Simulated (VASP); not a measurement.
# Ti in VASP: notebook

The runs below take Ti through single point, with LDA.

Everything below comes from runs of VASP 6.6.1. Logs are shortened: lines on timing, memory, paths and dates and some standing lists are left out, and cuts for length are marked.

## (1) The cell of the first run

The cell holds a slab with vacuum, 2 atoms: a = 2.864 Å, b = 4.535 Å, c = 16.827 Å, α = 90.00°, β = 90.00°, γ = 90.00°.

## (2) Single point, LDA

The input, INCAR:

```
SYSTEM = Ti
ALGO     = Normal         ! electronic algorithm
DIPOL    = 0.5 0.5 0.500
EDIFF    = 1E-6           ! SCF threshold, eV
ENCUT    = 400            ! plane-wave cutoff, eV
GGA      = CA             ! functional
GGA_COMPAT= .False.      
IDIPOL   = 3            
ISIF     = 2              ! what is computed and relaxed
ISMEAR   = -1             ! smearing method
LASPH    = .True.         ! aspherical terms in the spheres
LCHARG   = .False.        ! write CHGCAR
LDIPOL   = .True.       
LREAL    = .False.        ! projectors in reciprocal space
LWAVE    = .False.        ! write WAVECAR
NBANDS   = 19             ! bands
NELM     = 120            ! most SCF steps
NELMDL   = -8           
PREC     = Accurate       ! precision mode
SIGMA    = 0.05           ! smearing width, eV
```

The input, KPOINTS:

```
k-points
0
Gamma
  14 9 1
  0 0 0
```

The input, POSCAR:

```
Ti
1.0
    2.8639314136      0.0000000000      0.0000000000
    0.0000000000      4.5350255008      0.0000000000
    0.0000000000      0.0000000000     16.8267000000
Ti
2
Direct
    0.7500000000      0.7500000000      0.4754335139
    0.2500000000      0.2500000000      0.5245664861
```

Potentials or basis: VASP PAW LDA potentials, release 64 (Ti_sv).

Started as:

```
cat potpaw_LDA.64/Ti_sv/POTCAR > POTCAR
mpirun -np 1 vasp_std > vasp.out
```

OUTCAR:

```text
SYSTEM = Ti
   EDIFF = 1E-6
   ENCUT = 400
   GGA = CA
   ISIF = 2
   ISMEAR = -1
   LASPH = .True.
   LREAL = .False.
   NELM = 120
   NELMDL = -8
   PREC = Accurate

 ion  position               nearest neighbor table
   1  0.750  0.750  0.475-   2 2.81   2 2.81   2 2.81   2 2.81
   2  0.250  0.250  0.525-   1 2.81   1 2.81   1 2.81   1 2.81

  LATTYP: Found a simple orthorhombic cell.
 ALAT       =     2.8639314136
 B/A-ratio  =     1.5834965458
 C/A-ratio  =     5.8753851158

  Lattice vectors:

 A1 = (   2.8639314136,   0.0000000000,   0.0000000000)
 A2 = (   0.0000000000,   4.5350255008,   0.0000000000)
 A3 = (   0.0000000000,   0.0000000000,  16.8267000000)

Analysis of symmetry for initial positions (statically):
=====================================================================
 Subroutine PRICEL returns:
 Original cell was already a primitive cell.

 Routine SETGRP: Setting up the symmetry group for a
 simple orthorhombic supercell.

 Subroutine GETGRP returns: Found  8 space group operations
 (whereof  2 operations were pure point group operations)
 out of a pool of  8 trial point group operations.

The static configuration has the point symmetry S_2 .
 The point group associated with its full space group is D_2h.

Analysis of symmetry for dynamics (positions and initial velocities):
=====================================================================
 Subroutine PRICEL returns:
 Original cell was already a primitive cell.

 Routine SETGRP: Setting up the symmetry group for a
 simple orthorhombic supercell.

 Subroutine GETGRP returns: Found  8 space group operations
 (whereof  2 operations were pure point group operations)
 out of a pool of  8 trial point group operations.

The dynamic configuration has the point symmetry S_2 .
 The point group associated with its full space group is D_2h.

 Subroutine INISYM returns: Found  8 space group operations
 (whereof  2 operations are pure point group operations),
 and found     1 'primitive' translations

----------------------------------------------------------------------------------------

                                     Primitive cell

  volume of cell :     218.5452

  direct lattice vectors                    reciprocal lattice vectors
     2.863931414  0.000000000  0.000000000     0.349170373  0.000000000  0.000000000
     0.000000000  4.535025501  0.000000000     0.000000000  0.220505927  0.000000000
     0.000000000  0.000000000 16.826700000     0.000000000  0.000000000  0.059429359

  length of vectors
     2.863931414  4.535025501 16.826700000     0.349170373  0.220505927  0.059429359

  position of ions in fractional coordinates (direct lattice)
     0.750000000  0.750000000  0.475433514
     0.250000000  0.250000000  0.524566486

  ion indices of the primitive-cell ions
   primitive index   ion index
                 1           1
                 2           2

----------------------------------------------------------------------------------------

 KPOINTS: k-points

Automatic generation of k-mesh.
 Grid dimensions read from file:
 generate k-points for:   14    9    1

 Generating k-lattice:

  Cartesian coordinates                     Fractional coordinates (reciprocal lattice)
     0.024940741  0.000000000  0.000000000     0.071428571  0.000000000  0.000000000
     0.000000000  0.024500659  0.000000000     0.000000000  0.111111111  0.000000000
     0.000000000  0.000000000  0.059429359     0.000000000  0.000000000  1.000000000

  Length of vectors
     0.024940741  0.024500659  0.059429359

  Shift w.r.t. Gamma in fractional coordinates (k-lattice)
     0.000000000  0.000000000  0.000000000

 Subroutine IBZKPT returns following result:
 ===========================================

 Found     40 irreducible k-points:

 Following reciprocal coordinates:
            Coordinates               Weight
  0.000000  0.000000  0.000000      1.000000
  0.071429  0.000000  0.000000      2.000000
  0.142857  0.000000  0.000000      2.000000
  0.214286  0.000000  0.000000      2.000000
  0.285714  0.000000  0.000000      2.000000
  0.357143  0.000000  0.000000      2.000000
[... 16 lines left out ...]
  0.428571  0.222222  0.000000      4.000000
  0.500000  0.222222  0.000000      2.000000
 [... further k-points ...]
   k-points           NKPTS =     40   k-points in BZ     NKDIM =     40   number of bands    NBANDS=     19
   number of dos      NEDOS =    301   number of ions     NIONS =      2
   total plane-waves  NPLWV =  67200
   dimension x,y,z NGX =    20 NGY =   30 NGZ =  112
   dimension x,y,z NGXF=    40 NGYF=   60 NGZF=  224
   ions per type =               2
   NGX,Y,Z   is equivalent  to a cutoff of  11.61, 11.00, 11.07 a.u.
   NGXF,Y,Z  is equivalent  to a cutoff of  23.22, 21.99, 22.13 a.u.
 SYSTEM =  Ti
   PREC   = accura    normal or accurate (medium, high low for compatibility)
   ISTART =      0    job   : 0-new  1-cont  2-samecut
   ICHARG =      2    charge: 1-file 2-atom 10-const
   ISPIN  =      1    spin polarized calculation?
   LNONCOLLINEAR =      F non collinear calculations
   LSORBIT =      F    spin-orbit coupling
   LASPH  =      T    aspherical Exc in radial PAW
   ENCUT  =  400.0 eV  29.40 Ry    5.42 a.u.   4.67  7.40 27.44*2*pi/ulx,y,z
   NELM   =    120;   NELMIN=  2; NELMDL= -8     # of ELM steps
   EDIFF  = 0.1E-05   stopping-criterion for ELM
   LREAL  =      F    real-space projection
   EDIFFG = 0.1E-04   stopping-criterion for IOM
   NSW    =      0    number of steps for IOM
   IBRION =     -1    ionic relax: 0-MD 1-quasi-New 2-CG
   NFREE  =      0    steps in history (QN), initial steepest desc. (CG)
   ISIF   =      2    stress and relaxation
   ISYM   =      2    0-nonsym 1-usesym 2-fastsym
   POTIM  = 0.5000    time-step for ionic-motion
   TEBEG  =    0.0;   TEEND  =   0.0 temperature during run
   PSTRESS=    0.0 pullay stress
   NELECT =      24.0000    total number of electrons
   NUPDOWN=      -1.0000    fix difference up-down
   EMIN   =  10.00;   EMAX   =-10.00  energy-range for DOS
   EFERMI =   0.00;   METHOD = LEGACY
   ISMEAR =    -1;   SIGMA  =   0.05  broadening in eV -4-tet -1-fermi 0-gaus
   EFERMI_NEDOS =   21; number of points for ismear=-14 and -15
   IALGO  =     38    algorithm
   IMIX   =      4    mixing-type and parameters
     AMIX     =   0.40;   BMIX     =  1.00
     AMIX_MAG =   1.60;   BMIX_MAG =  1.00
  volume/ion in A,a.u.               =     109.27       737.41
  Fermi-wavevector in a.u.,A,eV,Ry     =   0.783968  1.481484  8.362213  0.614605
  Thomas-Fermi vector in A             =   1.888004
   LORBIT       =      0    0 simple, 1 ext, 2 COOP (PROOUT), +10 PAW based schemes
   GGA     = CA    functional components
   LHFCALC =     F    Hartree Fock is set to
   AEXX    =    0.0000 exact exchange contribution
   IVDW    =     0    specifies the selected vdW correction
   LEPSILON=     F    determine dielectric tensor
   LRPA    =     F    only Hartree local field effects (RPA)
 non-spin polarized calculation
  energy-cutoff  :      400.00
  volume of cell :      218.55
 maximum number of plane-waves:      4005
 NGX is ok and might be reduce to    20
   NGX =  9   NGY = 15   NGZ = 55

 number of electron      23.9999992 magnetization

 dipolmoment           0.000000      0.000000     -0.000000 electrons x Angstroem

 Free energy of the ion-electron system (eV)
  ---------------------------------------------------
  ext. energy  EPLUGINS =         0.00000000
  ---------------------------------------------------
  free energy    TOTEN  =       -13.00198277 eV

  energy without entropy =      -12.96252507  energy(sigma->0) =      -12.98225392

 E-fermi :  -2.1258     XC(G=0):  -3.1217

 val. band max:       -2.1273035815   @ k =   0.1429   0.0000   0.0000
 cond. band min:      -2.1232041859   @ k =   0.3571   0.1111   0.0000
 fundamental gap:      0.0040993956
 Fermi energy:        -2.1257511049

 k-point     1 :       0.0000    0.0000    0.0000
  band No.  band energies     occupation
      1     -58.3046      2.00000
      2     -58.1779      2.00000
      3     -35.1161      2.00000
      4     -35.0179      2.00000
      5     -35.0036      2.00000
      6     -34.7064      2.00000
[... 11 lines left out ...]
     18       0.0433      0.00000
     19       0.2235      0.00000

 k-point     2 :       0.0714    0.0000    0.0000
  band No.  band energies     occupation
      1     -58.3006      2.00000
      2     -58.1771      2.00000
      3     -35.1066      2.00000
      4     -35.0166      2.00000
      5     -35.0023      2.00000
      6     -34.7240      2.00000
[... 11 lines left out ...]
     18       0.0366      0.00000
     19       0.2428      0.00000

 k-point     3 :       0.1429    0.0000    0.0000
  band No.  band energies     occupation
      1     -58.2891      2.00000
      2     -58.1746      2.00000
      3     -35.0787      2.00000
      4     -35.0140      2.00000
      5     -34.9992      2.00000
      6     -34.7717      2.00000
[... 11 lines left out ...]
     18       0.0718      0.00000
     19       0.3378      0.00000

 k-point     4 :       0.2143    0.0000    0.0000
  band No.  band energies     occupation
      1     -58.2716      2.00000
      2     -58.1719      2.00000
      3     -35.0346      2.00000
      4     -35.0145      2.00000
      5     -34.9970      2.00000
      6     -34.8346      2.00000
[... 407 lines left out ...]
     18       0.0757      0.00000
     19       0.9787      0.00000

 k-point    23 :       0.4286    0.2222    0.0000
  band No.  band energies     occupation
      1     -58.2040      2.00000
      2     -58.1820      2.00000
      3     -35.1144      2.00000
      4     -35.0903      2.00000
      5     -34.9634      2.00000
      6     -34.9346      2.00000
[... 11 lines left out ...]
     18       0.1951      0.00000
     19       1.4386      0.00000

 k-point    24 :       0.5000    0.2222    0.0000
  band No.  band energies     occupation
      1     -58.1905      2.00000
      2     -58.1905      2.00000
      3     -35.1185      2.00000
      4     -35.1185      2.00000
      5     -34.9469      2.00000
      6     -34.9469      2.00000
[... 11 lines left out ...]
     18       0.2237      0.00000
     19       2.0703      0.00000

 [... further k-points ...]

------------------------ aborting loop because EDIFF is reached ----------------------------------------

 vacuum level on the upper side and lower side of the slab       (xc-potential included)        -0.115        -0.115

  FORCE on cell =-STRESS in cart. coord.  units (eV):
  Direction    XX          YY          ZZ          XY          YZ          ZX
  --------------------------------------------------------------------------------------
  -------------------------------------------------------------------------------------
  Total       -5.0487191     -5.9308438     -0.3205634      0.0000000      0.0000000      0.0000000
  in kB      -37.0126764    -43.4796229     -2.3500833      0.0000000      0.0000000      0.0000000
  external PRESSURE =     -27.6141275 kB  Pullay stress =       0.0000000 kB

 VOLUME and BASIS-vectors are now :
 -----------------------------------------------------------------------------
  energy-cutoff  :      400.00
  volume of cell :      218.55
      direct lattice vectors                 reciprocal lattice vectors
     2.863931414  0.000000000  0.000000000     0.349170373  0.000000000  0.000000000
     0.000000000  4.535025501  0.000000000     0.000000000  0.220505927  0.000000000
     0.000000000  0.000000000 16.826700000     0.000000000  0.000000000  0.059429359

 POSITION                                       TOTAL-FORCE (eV/Angst)
 -----------------------------------------------------------------------------------
      2.14795      3.40127      7.99998         0.000000      0.000000      0.179066
      0.71598      1.13376      8.82672         0.000000      0.000000     -0.179066
 -----------------------------------------------------------------------------------
    total drift:                                0.000000      0.000000      0.000000

  FREE ENERGIE OF THE ION-ELECTRON SYSTEM (eV)
  ---------------------------------------------------
  free  energy   TOTEN  =       -13.0019827659 eV

  energy  without entropy=      -12.9625250714  energy(sigma->0) =      -12.98225392

 vacuum level on the upper side and lower side of the slab         1.976         1.976
```

It took 2.9 min on 1 thread of Intel Xeon 6975P-C, shared host; peak memory 0.25 GiB.

What came out:

* Free energy: -13.0020 eV
* Largest force: 0.179 eV/Å
* Band gap on the k mesh: zero (band 12 reaches -1.95 eV, above the bottom of band 13 at -2.15 eV)

Forces in eV/Å, atoms in the order of the input:
```
Ti   0.000  0.000  0.179
Ti   0.000  0.000 -0.179
```

Levels at points of the mesh, in eV from the Fermi level:
```
           k point  band 9  band 10  band 11  band 12  band 13  band 14  band 15  band 16
(0.00, 0.00, 0.00)   -3.96    -1.69    -0.34     0.13     0.24     0.99     1.08     1.19
(0.50, 0.00, 0.00)   -0.95    -0.95    -0.75    -0.75     0.42     0.42     1.77     1.77
```

## (3) Single point, LDA

The input, INCAR:

```
SYSTEM = Ti
  ALGO = Normal
  DIPOL = 0.5 0.5 0.500
  EDIFF = 1E-6
  ENCUT = 400
  GGA_COMPAT = .FALSE.
  IDIPOL = 3
  ISIF = 2
  ISMEAR = -1
  LASPH = .TRUE.
  LCHARG = .FALSE.
  LDIPOL = .TRUE.
  LREAL = .FALSE.
  LWAVE = .FALSE.
  NBANDS = 19
  NELM = 120
  NELMDL = -8
  PREC = Accurate
  SIGMA = 0.05
```

The input, KPOINTS:

```
k-points
0
G
  14 9 1
  0 0 0
```

The input, POSCAR:

```
Ti
1.0
    2.8639314136      0.0000000000      0.0000000000
    0.0000000000      4.5350255008      0.0000000000
    0.0000000000      0.0000000000     16.8267000000
Ti
2
Direct
    0.7500000000      0.7500000000      0.4792892901
    0.2500000000      0.2500000000      0.5207107099
```

Potentials or basis: VASP PAW LDA potentials, release 64 (Ti_sv).

Started as:

```
cat potpaw_LDA.64/Ti_sv/POTCAR > POTCAR
mpirun -np 1 vasp_std > vasp.out
```

Run time: 2.8 min. Hardware: 1 thread of Intel Xeon 6975P-C, shared host; peak memory 0.25 GiB.

Results (log left out):

* Free energy: -13.0136 eV
* Band gap on the k mesh: zero (band 12 reaches -2.22 eV, above the bottom of band 13 at -2.35 eV)

Levels at points of the mesh, in eV from the Fermi level:
```
           k point  band 8  band 9  band 10  band 11  band 12  band 13  band 14  band 15  band 16  band 17
(0.00, 0.00, 0.00)  -32.29   -3.97    -1.76    -0.17     0.05     0.07     0.94     1.22     1.37     1.55
(0.50, 0.00, 0.00)  -32.60   -0.89    -0.89    -0.69    -0.69     0.40     0.40     1.80     1.80     2.17
```

## (4) Single point, LDA

The input, INCAR:

```
SYSTEM = Ti
ALGO = Normal
DIPOL = 0.5 0.5 0.500
EDIFF = 1E-6
ENCUT = 400
GGA = CA
GGA_COMPAT = .False.
IDIPOL = 3
ISIF = 2
ISMEAR = -1
LASPH = .True.
LCHARG = .False.
LDIPOL = .True.
LREAL = .False.
LWAVE = .False.
NBANDS = 19
NELM = 120
NELMDL = -8
PREC = Accurate
SIGMA = 0.05
```

The input, KPOINTS:

```
k-points
0
Gamma
  14 9 1
  0 0 0
```

POSCAR is that of step 3.

Started as:

```
cat potpaw_LDA.64/Ti_sv/POTCAR > POTCAR
mpirun -np 1 vasp_std > vasp.out
```

Wall time 2.7 min (1 thread of Intel Xeon 6975P-C, shared host); peak memory 0.25 GiB.

It converged, with:

```yaml
Free_energy: -13.0136 eV
Band_gap_on_the_k_mesh: zero (band 12 reaches -2.22 eV, above the bottom of band 13 at -2.35 eV)
```

Levels at points of the mesh, in eV from the Fermi level:
```csv
k point,band 9,band 10,band 11,band 12,band 13,band 14,band 15,band 16
"(0.00, 0.00, 0.00)",-3.97,-1.76,-0.17,0.05,0.07,0.94,1.22,1.37
"(0.50, 0.00, 0.00)",-0.89,-0.89,-0.69,-0.69,0.40,0.40,1.80,1.80
```
